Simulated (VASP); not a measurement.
TiTe2 (1T):

```
Ti Te
1.0
     3.77700    0.00000    0.00000
    -1.88850    3.27098    0.00000
     0.00000    0.00000    6.49800
Ti Te
1 2
Direct
  0.00000 0.00000 0.00000
  0.33333 0.66667 0.26280
  0.66667 0.33333 0.73720
```

| Property | Result |
| --- | --- |
| Program | VASP 6.6.1 |
| Task | relaxation of cell and atoms |
| Functional | PBE |
| Dispersion | D3(BJ) |
| Potentials or basis | VASP PAW PBE potentials, release 64 (Ti_sv, Te) |
| Cutoff | 600 eV |
| k mesh | 12 × 12 × 8 |
| Occupations | gaussian, width 0.03 eV |
| Spin | no spin polarisation |

At the start: pressure -2.0 GPa; volume 26.76 Å³/atom.

**Question.** Where does the relaxation end?

**Answer.** Over 15 steps the energy falls by 12.3 meV/atom and the volume is 25.16 Å³/atom (-6.0 %); space group P-3m1 (No. 164, to 0.05 Å).

Step by step:
```csv
step,energy change (eV),largest force (eV/Å),pressure (GPa),volume (Å³)
1,0.0000,0.0502,-2.03,80.28
2,-0.0172,0.4438,1.10,76.40
3,-0.0199,0.3341,0.20,77.42
4,-0.0297,0.1974,0.09,76.81
5,-0.0324,0.0820,0.01,76.31
6,-0.0342,0.0488,-0.14,76.27
7,-0.0358,0.0465,-0.56,76.18
8,-0.0365,0.0257,-0.34,75.85
9,-0.0366,0.0106,-0.17,75.61
10,-0.0368,0.0041,-0.10,75.55
11,-0.0369,0.0068,-0.01,75.47
12,-0.0370,0.0120,0.04,75.43
13,-0.0370,0.0048,0.01,75.46
14,-0.0370,0.0020,-0.01,75.47
15,-0.0370,0.0019,0.00,75.47
```

Final structure:
```yaml
crystal:
  lattice:
    - [3.69469, 0.00000, 0.00000]
    - [-1.84734, 3.19969, 0.00000]
    - [0.00000, 0.00000, 6.38353]
  atoms:
    - { symbol: Ti, position: [0.00000, 0.00000, 0.00000] }
    - { symbol: Te, position: [0.33333, 0.66667, 0.27143] }
    - { symbol: Te, position: [0.66667, 0.33333, 0.72857] }
```
